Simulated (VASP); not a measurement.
# InSb (I-4m2) in VASP: notebook, part 2 of 2

VASP 6.6.1.

### Step 3. Electric field gradients, PBEsol (zz strain of -1 %)

File INCAR:

```
  PREC = Accurate
  ENCUT = 520
  EDIFF = 1E-8
  ISMEAR = -1
  SIGMA = 0.05
  LREAL = F
  LASPH = T
  NELM = 100
  ALGO = Normal
  ISIF = 2
  LWAVE = F
  LCHARG = F
  GGA = PS
  LEFG = T
  NBANDS = 16
```

File KPOINTS:

```
Automatic mesh
0
Gamma
  9 9 9
```

File POSCAR:

```
InSb
1.0
    0.0000000000      3.2391000000      3.2067090000
    3.2391000000      0.0000000000      3.2067090000
    3.2391000000      3.2391000000      0.0000000000
In Sb
1 1
Direct
    0.0000000000      0.0000000000      0.0000000000
    0.7500000000      0.7500000000      0.7500000000
```

Potentials or basis: VASP PAW PBE potentials, release 64 (In_d, Sb).

The run is started by

```sh
cat potpaw_PBE.64/In_d/POTCAR potpaw_PBE.64/Sb/POTCAR > POTCAR
mpirun -np 1 vasp_std > vasp.out
```

OUTCAR:

```text
PREC = Accurate
   ENCUT = 520
   EDIFF = 1E-8
   ISMEAR = -1
   LREAL = F
   LASPH = T
   NELM = 100
   ISIF = 2
   GGA = PS

 ion  position               nearest neighbor table
   1  0.000  0.000  0.000-   2 2.80   2 2.80   2 2.80   2 2.80
   2  0.750  0.750  0.750-   1 2.80   1 2.80   1 2.80   1 2.80

  LATTYP: Found a body centered tetragonal cell.
 ALAT       =     4.5807791499
 C/A-ratio  =     1.4000714267

  Lattice vectors:

 A1 = (   0.0000000000,  -3.2391000000,  -3.2067090000)
 A2 = (   0.0000000000,   3.2391000000,  -3.2067090000)
 A3 = (   3.2391000000,   0.0000000000,   3.2067090000)

Analysis of symmetry for initial positions (statically):
=====================================================================
 Subroutine PRICEL returns:
 Original cell was already a primitive cell.

 Routine SETGRP: Setting up the symmetry group for a
 body centered tetragonal supercell.

 Subroutine GETGRP returns: Found  8 space group operations
 (whereof  8 operations were pure point group operations)
 out of a pool of 16 trial point group operations.

The static configuration has the point symmetry D_2d.

Analysis of symmetry for dynamics (positions and initial velocities):
=====================================================================
 Subroutine PRICEL returns:
 Original cell was already a primitive cell.

 Routine SETGRP: Setting up the symmetry group for a
 body centered tetragonal supercell.

 Subroutine GETGRP returns: Found  8 space group operations
 (whereof  8 operations were pure point group operations)
 out of a pool of 16 trial point group operations.

The dynamic configuration has the point symmetry D_2d.

 Subroutine INISYM returns: Found  8 space group operations
 (whereof  8 operations are pure point group operations),
 and found     1 'primitive' translations

----------------------------------------------------------------------------------------

                                     Primitive cell

  volume of cell :      67.2881

  direct lattice vectors                    reciprocal lattice vectors
     0.000000000  3.239100000  3.206709000    -0.154363867  0.154363867  0.155923097
     3.239100000  0.000000000  3.206709000     0.154363867 -0.154363867  0.155923097
     3.239100000  3.239100000  0.000000000     0.154363867  0.154363867 -0.155923097

  length of vectors
     4.557932801  4.557932801  4.580779150     0.268269303  0.268269303  0.268269303

  position of ions in fractional coordinates (direct lattice)
     0.000000000  0.000000000  0.000000000
     0.750000000  0.750000000  0.750000000

  ion indices of the primitive-cell ions
   primitive index   ion index
                 1           1
                 2           2

----------------------------------------------------------------------------------------

 KPOINTS: Automatic mesh

Automatic generation of k-mesh.
 Grid dimensions read from file:
 generate k-points for:    9    9    9

 Generating k-lattice:

  Cartesian coordinates                     Fractional coordinates (reciprocal lattice)
[... 64 lines left out ...]
   IBRION =     -1    ionic relax: 0-MD 1-quasi-New 2-CG
   NFREE  =      0    steps in history (QN), initial steepest desc. (CG)
   ISIF   =      2    stress and relaxation
   ISYM   =      2    0-nonsym 1-usesym 2-fastsym
   POTIM  = 0.5000    time-step for ionic-motion
   TEBEG  =    0.0;   TEEND  =   0.0 temperature during run
   PSTRESS=    0.0 pullay stress
   NELECT =      18.0000    total number of electrons
   NUPDOWN=      -1.0000    fix difference up-down
   EMIN   =  10.00;   EMAX   =-10.00  energy-range for DOS
   EFERMI =   0.00;   METHOD = LEGACY
   ISMEAR =    -1;   SIGMA  =   0.05  broadening in eV -4-tet -1-fermi 0-gaus
   EFERMI_NEDOS =   21; number of points for ismear=-14 and -15
   IALGO  =     38    algorithm
   IMIX   =      4    mixing-type and parameters
     AMIX     =   0.40;   BMIX     =  1.00
     AMIX_MAG =   1.60;   BMIX_MAG =  1.00
  volume/ion in A,a.u.               =      33.64       227.04
  Fermi-wavevector in a.u.,A,eV,Ry     =   1.054839  1.993357 15.139008  1.112686
  Thomas-Fermi vector in A             =   2.190015
   LORBIT       =      0    0 simple, 1 ext, 2 COOP (PROOUT), +10 PAW based schemes
   GGA     = PS    functional components
   LHFCALC =     F    Hartree Fock is set to
   AEXX    =    0.0000 exact exchange contribution
   IVDW    =     0    specifies the selected vdW correction
   LEPSILON=     F    determine dielectric tensor
   LRPA    =     F    only Hartree local field effects (RPA)
 non-spin polarized calculation
  energy-cutoff  :      520.00
  volume of cell :       67.29
 maximum number of plane-waves:      1840
 NGX is ok and might be reduce to    36
   NGX = 17   NGY = 17   NGZ = 17

 number of electron      17.9999995 magnetization

 Free energy of the ion-electron system (eV)
  ---------------------------------------------------
  ext. energy  EPLUGINS =         0.00000000
  ---------------------------------------------------
  free energy    TOTEN  =        -7.68962106 eV

  energy without entropy =       -7.68920808  energy(sigma->0) =       -7.68941457

 E-fermi :   5.1302     XC(G=0):  -8.9133

 val. band max:        5.1070179796   @ k =   0.0000   0.0000   0.0000
 cond. band min:       5.5805415495   @ k =   0.4444   0.0000   0.0000
 fundamental gap:      0.4735235699
 Fermi energy:         5.1302484152

 k-point     1 :       0.0000    0.0000    0.0000
  band No.  band energies     occupation
      1      -9.4919      2.00000
      2      -9.4919      2.00000
      3      -9.4900      2.00000
      4      -9.4023      2.00000
      5      -9.4011      2.00000
      6      -5.7428      2.00000
[... 433 lines left out ...]
      3      -9.4463      2.00000
      4      -9.4233      2.00000
      5      -9.3914      2.00000
      6      -3.8179      2.00000
[... 8 lines left out ...]
     15      15.1342      0.00000
     16      15.8324      0.00000

 [... further k-points ...]
[... 5 lines left out ...]
  --------------------------------------------------------------------------------------
  -------------------------------------------------------------------------------------
  Total        0.5307094      0.5307094      0.6419607      0.0000000      0.0000000      0.0000000
  in kB       12.6365669     12.6365669     15.2855399      0.0000000      0.0000000      0.0000000
  external PRESSURE =      13.5195579 kB  Pullay stress =       0.0000000 kB

 VOLUME and BASIS-vectors are now :
 -----------------------------------------------------------------------------
  energy-cutoff  :      520.00
  volume of cell :       67.29
      direct lattice vectors                 reciprocal lattice vectors
     0.000000000  3.239100000  3.206709000    -0.154363867  0.154363867  0.155923097
     3.239100000  0.000000000  3.206709000     0.154363867 -0.154363867  0.155923097
     3.239100000  3.239100000  0.000000000     0.154363867  0.154363867 -0.155923097

 POSITION                                       TOTAL-FORCE (eV/Angst)
 -----------------------------------------------------------------------------------
      0.00000      0.00000      0.00000         0.000000      0.000000     -0.000000
      4.85865      4.85865      4.81006        -0.000000      0.000000      0.000000
 -----------------------------------------------------------------------------------
    total drift:                                0.000000      0.000000     -0.000000

  FREE ENERGIE OF THE ION-ELECTRON SYSTEM (eV)
  ---------------------------------------------------
  free  energy   TOTEN  =        -7.6896210556 eV

  energy  without entropy=       -7.6892080799  energy(sigma->0) =       -7.68941457

 Electric field gradients (V/A^2)
---------------------------------------------------------------------
 ion       V_xx      V_yy      V_zz      V_xy      V_xz      V_yz
---------------------------------------------------------------------
   1      -1.408    -1.408     2.816     0.001     0.001     0.001
   2       1.105     1.105    -2.211    -0.000    -0.000    -0.000
---------------------------------------------------------------------

 Electric field gradients after diagonalization (V/A^2)
 (convention: |V_zz| > |V_xx| > |V_yy|)
----------------------------------------------------------------------
 ion       V_xx      V_yy      V_zz     asymmetry (V_yy - V_xx)/ V_zz
----------------------------------------------------------------------
   1      -1.409    -1.407     2.816       0.001
   2       1.106     1.105    -2.211       0.000
----------------------------------------------------------------------

           NMR quadrupolar parameters

 Cq : quadrupolar parameter    Cq=e*Q*V_zz/h
 eta: asymmetry parameters     (V_yy - V_xx)/ V_zz
 Q  : nuclear electric quadrupole moment in mb (millibarn)
----------------------------------------------------------------------
 ion       Cq(MHz)       eta       Q (mb)
----------------------------------------------------------------------
   1       0.007       0.001       1.000
   2      -0.005       0.000       1.000
----------------------------------------------------------------------
```

OSZICAR:

```text
N       E                     dE             d eps       ncg     rms          rms(c)
DAV:   1     0.111339107247E+03    0.11134E+03   -0.79299E+03  2400   0.114E+03
DAV:   2    -0.842854578114E+00   -0.11218E+03   -0.10853E+03  2752   0.278E+02
DAV:   3    -0.763931766902E+01   -0.67965E+01   -0.67740E+01  3080   0.709E+01
DAV:   4    -0.782813188573E+01   -0.18881E+00   -0.18878E+00  3056   0.136E+01
DAV:   5    -0.783793418162E+01   -0.98023E-02   -0.98022E-02  3584   0.255E+00    0.414E+00
DAV:   6    -0.771428476669E+01    0.12365E+00   -0.17607E-01  3504   0.698E+00    0.234E+00
DAV:   7    -0.769002972402E+01    0.24255E-01   -0.69622E-02  3312   0.275E+00    0.616E-01
DAV:   8    -0.768922079938E+01    0.80892E-03   -0.78387E-03  3168   0.103E+00    0.270E-01
DAV:   9    -0.768962859836E+01   -0.40780E-03   -0.86792E-04  2912   0.255E-01    0.836E-02
DAV:  10    -0.768960142398E+01    0.27174E-04   -0.48604E-05  3128   0.479E-02    0.354E-02
DAV:  11    -0.768962060793E+01   -0.19184E-04   -0.34061E-05  2824   0.487E-02    0.223E-02
DAV:  12    -0.768962126472E+01   -0.65679E-06   -0.13101E-06  3192   0.893E-03    0.592E-03
DAV:  13    -0.768962110599E+01    0.15873E-06   -0.52841E-07  2952   0.562E-03    0.347E-03
DAV:  14    -0.768962105451E+01    0.51485E-07   -0.43162E-08  3320   0.141E-03    0.889E-04
DAV:  15    -0.768962105557E+01   -0.10641E-08   -0.58882E-09  2248   0.481E-04
   1 F= -.76896211E+01 E0= -.76894146E+01  d E =-.412976E-03
```

stdout:

```text
POSCAR found type information on POSCAR InSb
 POSCAR found :  2 types and       2 ions
 scaLAPACK will be used
 -----------------------------------------------------------------------------
|                                                                             |
|                                                                             |
|     You enforced a specific xc type in the INCAR file but a different       |
|     I HOPE YOU KNOW WHAT YOU ARE DOING!                                     |
|                                                                             |
 -----------------------------------------------------------------------------

 LDA part: xc-table for (Slater+PW92), standard interpolation
 POSCAR, INCAR and KPOINTS ok, starting setup
 FFT: planning ... GRIDC
 FFT: planning ... GRID_SOFT
 FFT: planning ... GRID
 WAVECAR not read
 entering main loop
ion   1

ion   2
```

It took 35 s on 1 thread of Intel Xeon 6975P-C (Granite Rapids), shared host; peak memory 0.25 GiB.

What came out:

- Free energy: -7.6896 eV
- Pressure: 1.4 GPa

Electric field gradients, principal values (V/Å²):
```tsv
atom	least	middle	greatest (by size)
1 In	-1.407	-1.409	2.816
2 Sb	1.105	1.106	-2.211
```

Caveat: the cell differs from its parent crystal (zz strain of -1 %); without QUAD_EFG the Cq values of the log hold for a quadrupole moment of 1 mb, not for the nuclei; the PAW data sets were made with another functional, which shifts forces and pressure a little; spin-orbit coupling is left out, which moves the levels of the heavy elements.
